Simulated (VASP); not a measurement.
# HfN (I4/mmm) in VASP: further runs

Runs on HfN. Level: PBEsol. Tasks: single point.

All numbers are computed with VASP 6.6.1; they aren't measurements. Logs are shortened: lines on timing, memory, paths and dates and some standing lists are left out, and cuts for length are marked.

## Step 1: The cell of the first run

Symmetry: I4/mmm, No. 139, tetragonal system. Conventional cell: a = 3.342 Å, b = 3.342 Å, c = 4.276 Å, α = 90.00°, β = 90.00°, γ = 90.00°. Within 2.8 Å of Hf (site symmetry 4/mmm) lie 6 N at 2.14 to 2.36 Å. Within 2.8 Å of N (site symmetry 4/mmm) lie 6 Hf at 2.14 to 2.36 Å.

## Step 2: Single point, PBEsol (strain +0.050 along x and y, -0.050 along z)

INCAR

```
ALGO = Normal
EDIFF = 1E-6
ENCUT = 600
GGA = PS
GGA_COMPAT = False
ISIF = 2
ISMEAR = 0
LASPH = True
LCHARG = False
LREAL = False
LWAVE = False
NBANDS = 14
NELM = 120
PREC = Accurate
SIGMA = 0.15
```

KPOINTS

```
k-points
0
Gamma
  22 22 22
```

POSCAR

```
HfN
1.0
    0.0000000000      2.3633145458      2.1382369700
    2.3633145458      0.0000000000      2.1382369700
    2.3633145458      2.3633145458      0.0000000000
Hf N
1 1
Direct
    0.0000000000      0.0000000000      0.0000000000
    0.5000000000      0.5000000000      0.5000000000
```

Potentials or basis: VASP PAW PBE potentials, release 64 (Hf_pv, N).

Run with:

```
$ cat potpaw_PBE.64/Hf_pv/POTCAR potpaw_PBE.64/N/POTCAR > POTCAR
$ mpirun -np 1 vasp_std > vasp.out
```

OUTCAR:

```text
EDIFF = 1E-6
   ENCUT = 600
   GGA = PS
   ISIF = 2
   ISMEAR = 0
   LASPH = True
   LREAL = False
   NELM = 120
   PREC = Accurate

 ion  position               nearest neighbor table
   1  0.000  0.000  0.000-   2 2.14   2 2.14   2 2.36   2 2.36   2 2.36   2 2.36
   2  0.500  0.500  0.500-   1 2.14   1 2.14   1 2.36   1 2.36   1 2.36   1 2.36

  LATTYP: Found a body centered tetragonal cell.
 ALAT       =     3.3422314828
 C/A-ratio  =     1.2795265564

  Lattice vectors:

 A1 = (   0.0000000000,  -2.3633145458,  -2.1382369700)
 A2 = (   0.0000000000,   2.3633145458,  -2.1382369700)
 A3 = (   2.3633145458,   0.0000000000,   2.1382369700)

Analysis of symmetry for initial positions (statically):
=====================================================================
 Subroutine PRICEL returns:
 Original cell was already a primitive cell.

 Routine SETGRP: Setting up the symmetry group for a
 body centered tetragonal supercell.

 Subroutine GETGRP returns: Found 16 space group operations
 (whereof 16 operations were pure point group operations)
 out of a pool of 16 trial point group operations.

The static configuration has the point symmetry D_4h.

Analysis of symmetry for dynamics (positions and initial velocities):
=====================================================================
 Subroutine PRICEL returns:
 Original cell was already a primitive cell.

 Routine SETGRP: Setting up the symmetry group for a
 body centered tetragonal supercell.

 Subroutine GETGRP returns: Found 16 space group operations
 (whereof 16 operations were pure point group operations)
 out of a pool of 16 trial point group operations.

The dynamic configuration has the point symmetry D_4h.

 Subroutine INISYM returns: Found 16 space group operations
 (whereof 16 operations are pure point group operations),
 and found     1 'primitive' translations

----------------------------------------------------------------------------------------

                                     Primitive cell

  volume of cell :      23.8852

  direct lattice vectors                    reciprocal lattice vectors
     0.000000000  2.363314546  2.138236970    -0.211567267  0.211567267  0.233837506
     2.363314546  0.000000000  2.138236970     0.211567267 -0.211567267  0.233837506
     2.363314546  2.363314546  0.000000000     0.211567267  0.211567267 -0.233837506

  length of vectors
     3.187053966  3.187053966  3.342231483     0.379738589  0.379738589  0.379738589

  position of ions in fractional coordinates (direct lattice)
     0.000000000  0.000000000  0.000000000
     0.500000000  0.500000000  0.500000000

  ion indices of the primitive-cell ions
   primitive index   ion index
                 1           1
                 2           2

----------------------------------------------------------------------------------------

 KPOINTS: k-points

Automatic generation of k-mesh.
 Grid dimensions read from file:
 generate k-points for:   22   22   22

 Generating k-lattice:

  Cartesian coordinates                     Fractional coordinates (reciprocal lattice)
    -0.009616694  0.009616694  0.010628978     0.045454545  0.000000000  0.000000000
     0.009616694 -0.009616694  0.010628978     0.000000000  0.045454545  0.000000000
     0.009616694  0.009616694 -0.010628978     0.000000000  0.000000000  0.045454545

  Length of vectors
     0.017260845  0.017260845  0.017260845

  Shift w.r.t. Gamma in fractional coordinates (k-lattice)
     0.000000000  0.000000000  0.000000000

 Subroutine IBZKPT returns following result:
 ===========================================

 Found    834 irreducible k-points:

 Following reciprocal coordinates:
            Coordinates               Weight
  0.000000  0.000000  0.000000      1.000000
  0.045455  0.000000  0.000000      8.000000
  0.090909  0.000000  0.000000      8.000000
  0.136364  0.000000  0.000000      8.000000
  0.181818  0.000000  0.000000      8.000000
  0.227273 -0.000000  0.000000      8.000000
[... 16 lines left out ...]
  0.500000  0.045455  0.000000      8.000000
 -0.454545  0.045455  0.000000      8.000000
 [... further k-points ...]
   k-points           NKPTS =    834   k-points in BZ     NKDIM =    834   number of bands    NBANDS=     14
   number of dos      NEDOS =    301   number of ions     NIONS =      2
   total plane-waves  NPLWV =  21952
   dimension x,y,z NGX =    28 NGY =   28 NGZ =   28
   dimension x,y,z NGXF=    56 NGYF=   56 NGZF=   56
   ions per type =               1   1
   NGX,Y,Z   is equivalent  to a cutoff of  14.61, 14.61, 13.93 a.u.
   NGXF,Y,Z  is equivalent  to a cutoff of  29.21, 29.21, 27.85 a.u.
 SYSTEM =  unknown system
   PREC   = accura    normal or accurate (medium, high low for compatibility)
   ISTART =      0    job   : 0-new  1-cont  2-samecut
   ICHARG =      2    charge: 1-file 2-atom 10-const
   ISPIN  =      1    spin polarized calculation?
   LNONCOLLINEAR =      F non collinear calculations
[... 65 lines left out ...]
      4      -9.3770      2.00000
      5       4.7880      2.00000
      6       4.7880      2.00000
      7       5.3167      2.00000
      8       7.2569      2.00000
      9       7.2569      2.00000
     10       8.0505      0.17386
     11       8.3017      0.00019
     12       9.0355      0.00000
     13      12.0187      0.00000
     14      17.4524      0.00000

 k-point     2 :       0.0455    0.0000    0.0000
  band No.  band energies     occupation
      1     -23.3077      2.00000
      2     -23.2982      2.00000
      3     -23.2370      2.00000
      4      -9.3303      2.00000
      5       4.5748      2.00000
      6       4.6546      2.00000
      7       5.1622      2.00000
      8       7.3476      2.00000
      9       7.3509      2.00000
     10       8.2185      0.00325
     11       8.3524      0.00003
     12       9.1835      0.00000
     13      12.1735      0.00000
     14      17.6111      0.00000

 k-point     3 :       0.0909    0.0000    0.0000
  band No.  band energies     occupation
      1     -23.3533      2.00000
      2     -23.3065      2.00000
      3     -23.2484      2.00000
      4      -9.1932      2.00000
      5       4.0458      2.00000
      6       4.3211      2.00000
      7       4.7843      2.00000
      8       7.5389      1.99947
      9       7.5957      1.99659
     10       8.3612      0.00002
     11       8.7912      0.00000
     12       9.5953      0.00000
     13      12.6034      0.00000
     14      18.0665      0.00000

 k-point     4 :       0.1364    0.0000    0.0000
  band No.  band energies     occupation
      1     -23.4349      2.00000
      2     -23.3197      2.00000
      3     -23.2554      2.00000
      4      -8.9744      2.00000
      5       3.3687      2.00000
      6       3.8982      2.00000
      7       4.3028      2.00000
      8       7.7603      1.83132
      9       7.9456      0.71054
     10       8.5089      0.00000
     11       9.4626      0.00000
     12      10.1967      0.00000
     13      13.2300      0.00000
     14      18.7569      0.00000

 k-point     5 :       0.1818    0.0000    0.0000
  band No.  band energies     occupation
      1     -23.5418      2.00000
      2     -23.3365      2.00000
      3     -23.2600      2.00000
      4      -8.6873      2.00000
      5       2.6393      2.00000
      6       3.4590      2.00000
      7       3.7955      2.00000
      8       8.0011      0.37101
      9       8.3858      0.00001
     10       8.7514      0.00000
     11      10.2026      0.00000
[... 276 lines left out ...]
 k-point    22 :       0.4545    0.0455    0.0000
  band No.  band energies     occupation
      1     -24.1075      2.00000
      2     -23.4379      2.00000
      3     -23.2844      2.00000
      4      -6.7908      2.00000
      5      -0.6261      2.00000
      6       1.8398      2.00000
      7       1.8860      2.00000
      8       9.9145      0.00000
      9      11.5534      0.00000
     10      11.8929      0.00000
     11      12.4144      0.00000
     12      14.7322      0.00000
     13      16.5886      0.00000
     14      20.0007      0.00000

 k-point    23 :       0.5000    0.0455    0.0000
  band No.  band energies     occupation
      1     -24.1292      2.00000
      2     -23.4392      2.00000
      3     -23.2879      2.00000
      4      -6.7209      2.00000
      5      -0.7504      2.00000
      6       1.8143      2.00000
      7       1.8333      2.00000
      8      10.3880      0.00000
      9      11.4567      0.00000
     10      11.9581      0.00000
     11      12.4634      0.00000
     12      15.1487      0.00000
     13      16.5406      0.00000
     14      19.6421      0.00000

 k-point    24 :      -0.4545    0.0455    0.0000
  band No.  band energies     occupation
      1     -24.1192      2.00000
      2     -23.4348      2.00000
      3     -23.2907      2.00000
      4      -6.7871      2.00000
      5      -0.6861      2.00000
      6       1.8148      2.00000
      7       1.9163      2.00000
      8      10.7347      0.00000
      9      10.8988      0.00000
     10      11.7204      0.00000
     11      12.7115      0.00000
     12      15.2284      0.00000
     13      16.4591      0.00000
     14      19.8182      0.00000

 [... further k-points ...]
[... 5 lines left out ...]
  --------------------------------------------------------------------------------------
  -------------------------------------------------------------------------------------
  Total       -3.6536105     -3.6536105      3.8105281      0.0000000     -0.0000000     -0.0000000
  in kB     -245.0777840   -245.0777840    255.6035390      0.0000000     -0.0000000     -0.0000000
  external PRESSURE =     -78.1840097 kB  Pullay stress =       0.0000000 kB

 VOLUME and BASIS-vectors are now :
 -----------------------------------------------------------------------------
  energy-cutoff  :      600.00
  volume of cell :       23.89
      direct lattice vectors                 reciprocal lattice vectors
     0.000000000  2.363314546  2.138236970    -0.211567267  0.211567267  0.233837506
     2.363314546  0.000000000  2.138236970     0.211567267 -0.211567267  0.233837506
     2.363314546  2.363314546  0.000000000     0.211567267  0.211567267 -0.233837506

 POSITION                                       TOTAL-FORCE (eV/Angst)
 -----------------------------------------------------------------------------------
      0.00000      0.00000      0.00000         0.000000     -0.000000      0.000000
      2.36331      2.36331      2.13824         0.000000      0.000000      0.000000
 -----------------------------------------------------------------------------------
    total drift:                                0.000000      0.000000      0.000000

  FREE ENERGIE OF THE ION-ELECTRON SYSTEM (eV)
  ---------------------------------------------------
  free  energy   TOTEN  =       -22.7109727075 eV

  energy  without entropy=      -22.7035575265  energy(sigma->0) =      -22.70726512
```

It took 2.1 min on 1 thread of Intel Xeon 6975P-C (Granite Rapids), shared host; peak memory 0.46 GiB.

What came out:

| Property | Result |
| --- | --- |
| Free energy | -22.7110 eV |
| Pressure | -7.8 GPa |

Stress tensor (GPa, compression positive):
```
-24.51   0.00   0.00
  0.00 -24.51   0.00
  0.00   0.00  25.56
```

Caveat: the cell differs from its parent crystal (strain +0.050 along x and y, -0.050 along z); the PAW data sets were made with another functional, which shifts forces and pressure a little; spin-orbit coupling is left out, which moves the levels of the heavy elements.

## Step 3: Single point, PBEsol (strain +0.050 along x and y, -0.025 along z)

INCAR

```
SYSTEM = HfN
PREC     = Accurate       ! precision mode
ENCUT    = 600            ! plane-wave cutoff, eV
EDIFF    = 1E-6           ! SCF threshold, eV
ISMEAR   = 0              ! smearing method
SIGMA    = 0.15           ! smearing width, eV
LREAL    = .FALSE.        ! projectors in reciprocal space
LASPH    = .TRUE.         ! aspherical terms in the spheres
NELM     = 120            ! most SCF steps
ALGO     = Normal         ! electronic algorithm
ISIF     = 2              ! what is computed and relaxed
LWAVE    = .FALSE.        ! write WAVECAR
LCHARG   = .FALSE.        ! write CHGCAR
GGA      = PS             ! functional
NBANDS   = 14             ! bands
GGA_COMPAT= .FALSE.
```

KPOINTS

```
regular mesh
0
G
  22 22 22
  0 0 0
```

POSCAR

```
HfN
1.0
    0.0000000000      2.3633145458      2.1945063640
    2.3633145458      0.0000000000      2.1945063640
    2.3633145458      2.3633145458      0.0000000000
Hf N
1 1
Direct
    0.0000000000      0.0000000000      0.0000000000
    0.5000000000      0.5000000000      0.5000000000
```

Potentials or basis: VASP PAW PBE potentials, release 64 (Hf_pv, N).

Run with:

```
$ cat potpaw_PBE.64/Hf_pv/POTCAR potpaw_PBE.64/N/POTCAR > POTCAR
$ mpirun -np 1 vasp_std > vasp.out
```

Run time: 2.1 min. Hardware: 1 thread of Intel Xeon 6975P-C (Granite Rapids), shared host; peak memory 0.47 GiB.

Results (log left out):

```yaml
Free_energy: -22.7674 eV
Pressure: -16.6 GPa
```

Stress tensor (GPa, compression positive):
```
-26.73   0.00   0.00
  0.00 -26.73   0.00
  0.00   0.00   3.78
```

Levels at points of the mesh, in eV from the Fermi level:
| k point | band 4 | band 5 | band 6 | band 7 | band 8 | band 9 | band 10 | band 11 | band 12 | band 13 |
| --- | --- | --- | --- | --- | --- | --- | --- | --- | --- | --- |
| (0.00, 0.00, 0.00) | -17.10 | -3.02 | -3.02 | -2.69 | -0.56 | -0.56 | 0.19 | 0.39 | 1.28 | 3.28 |
| (0.50, 0.00, 0.00) | -14.60 | -8.56 | -5.94 | -5.92 | 2.87 | 3.43 | 3.74 | 4.03 | 7.34 | 8.44 |
| (0.50, 0.50, 0.00) | -15.99 | -4.86 | -3.84 | -3.84 | -3.71 | 3.81 | 4.86 | 5.06 | 5.06 | 7.87 |
| (0.50, 0.00, 0.50) | -16.05 | -5.60 | -3.64 | -3.48 | -3.33 | 3.22 | 4.61 | 5.46 | 5.49 | 7.11 |

Caveat: the cell differs from its parent crystal (strain +0.050 along x and y, -0.025 along z); the PAW data sets were made with another functional, which shifts forces and pressure a little; spin-orbit coupling is left out, which moves the levels of the heavy elements.

## Step 4: Single point, PBEsol (strain +0.000 along x and y, -0.050 along z)

INCAR

```
SYSTEM = HfN
PREC = Accurate
ENCUT = 600
EDIFF = 1E-6
ISMEAR = 0
SIGMA = 0.15
LREAL = .False.
LASPH = .True.
NELM = 120
ALGO = Normal
ISIF = 2
LWAVE = .False.
LCHARG = .False.
GGA = PS
NBANDS = 14
GGA_COMPAT = .False.
```

KPOINTS

```
Automatic mesh
0
Gamma
  22 22 22
  0 0 0
```

POSCAR

```
HfN
1.0
    0.0000000000      2.2507757579      2.1382369700
    2.2507757579      0.0000000000      2.1382369700
    2.2507757579      2.2507757579      0.0000000000
Hf N
1 1
Direct
    0.0000000000      0.0000000000      0.0000000000
    0.5000000000      0.5000000000      0.5000000000
```

Run with:

```
$ cat potpaw_PBE.64/Hf_pv/POTCAR potpaw_PBE.64/N/POTCAR > POTCAR
$ mpirun -np 1 vasp_std > vasp.out
```

It took 3.6 min on 1 thread of Intel Xeon Platinum 8488C (Sapphire Rapids), shared host; peak memory 0.44 GiB.

The run converged. Its results:

- Free energy: -22.8750 eV
- Pressure: 16.0 GPa

Stress tensor (GPa, compression positive):
```
 3.86  0.00  0.00
 0.00  3.86  0.00
 0.00  0.00 40.33
```

Levels at points of the mesh, in eV from the Fermi level:
```tsv
k point	band 5	band 6	band 7	band 8	band 9	band 10	band 11	band 12
(0.00, 0.00, 0.00)	-3.17	-3.17	-2.82	-0.60	-0.60	0.00	1.42	1.67
(0.50, 0.00, 0.00)	-9.28	-6.56	-6.51	3.50	3.98	4.28	4.71	8.99
(0.50, 0.50, 0.00)	-4.92	-4.25	-3.86	-3.86	4.46	6.02	6.02	6.34
(0.50, 0.00, 0.50)	-5.56	-4.07	-3.76	-3.40	4.15	5.65	6.38	6.67
```

Caveat: the cell differs from its parent crystal (strain +0.000 along x and y, -0.050 along z); the PAW data sets were made with another functional, which shifts forces and pressure a little; spin-orbit coupling is left out, which moves the levels of the heavy elements.

## Step 5: Single point, PBEsol (strain +0.025 along x and y, -0.050 along z)

INCAR

```
PREC = Accurate ; ENCUT = 600
EDIFF = 1E-6 ; ISMEAR = 0
SIGMA = 0.15 ; LREAL = False
LASPH = True ; NELM = 120
ALGO = Normal ; ISIF = 2
LWAVE = False ; LCHARG = False
GGA = PS ; NBANDS = 14
GGA_COMPAT = False
```

KPOINTS

```
Automatic mesh
0
Gamma
  22 22 22
```

POSCAR

```
HfN
1.0
    0.0000000000      2.3070451518      2.1382369700
    2.3070451518      0.0000000000      2.1382369700
    2.3070451518      2.3070451518      0.0000000000
Hf N
1 1
Direct
    0.0000000000      0.0000000000      0.0000000000
    0.5000000000      0.5000000000      0.5000000000
```

Run with:

```
$ cat potpaw_PBE.64/Hf_pv/POTCAR potpaw_PBE.64/N/POTCAR > POTCAR
$ mpirun -np 1 vasp_std > vasp.out
```

Run time: 3.5 min. Hardware: 1 thread of Intel Xeon Platinum 8488C (Sapphire Rapids), shared host; peak memory 0.45 GiB.

Results (log left out):

```yaml
Free_energy: -22.8428 eV
Pressure: 2.3 GPa
```

Stress tensor (GPa, compression positive):
```
-12.78   0.00   0.00
  0.00 -12.78   0.00
  0.00   0.00  32.52
```

Levels at points of the mesh, in eV from the Fermi level:
```
           k point  band 6  band 7  band 8  band 9  band 10  band 11
(0.00, 0.00, 0.00)   -3.15   -2.70   -0.63   -0.63     0.21     0.75
(0.50, 0.00, 0.00)   -6.33   -6.29    3.18    3.80     4.15     4.40
(0.50, 0.50, 0.00)   -4.06   -3.92   -3.92    4.21     5.60     5.60
(0.50, 0.00, 0.50)   -3.80   -3.75   -3.29    3.60     5.11     6.06
```

Caveat: the cell differs from its parent crystal (strain +0.025 along x and y, -0.050 along z); the PAW data sets were made with another functional, which shifts forces and pressure a little; spin-orbit coupling is left out, which moves the levels of the heavy elements.

## Step 6: Overview

```tsv
cell	gap on the mesh (eV)	pressure (GPa)
a = 3.187, b = 3.187, c = 3.342 Å, angles 58.4, 58.4, 63.2°, 2 atoms	none	-7.8
a = 3.225, b = 3.225, c = 3.342 Å, angles 58.8, 58.8, 62.4°, 2 atoms	none	-16.6
a = 3.105, b = 3.105, c = 3.183 Å, angles 59.2, 59.2, 61.7°, 2 atoms	none	16.0
a = 3.146, b = 3.146, c = 3.263 Å, angles 58.8, 58.8, 62.5°, 2 atoms	none	2.3
```

Alike in all rows: task single point; level PBEsol; potentials or basis VASP PAW PBE potentials, release 64 (Hf_pv, N); no spin polarisation; k mesh 22 × 22 × 22; cutoff (eV) 600; smearing gaussian 0.15 eV.

Caveats: the PAW data sets were made with another functional, which shifts forces and pressure a little; spin-orbit coupling is left out, which moves the levels of the heavy elements.

Absolute energies hang on the potentials; compare differences alone.
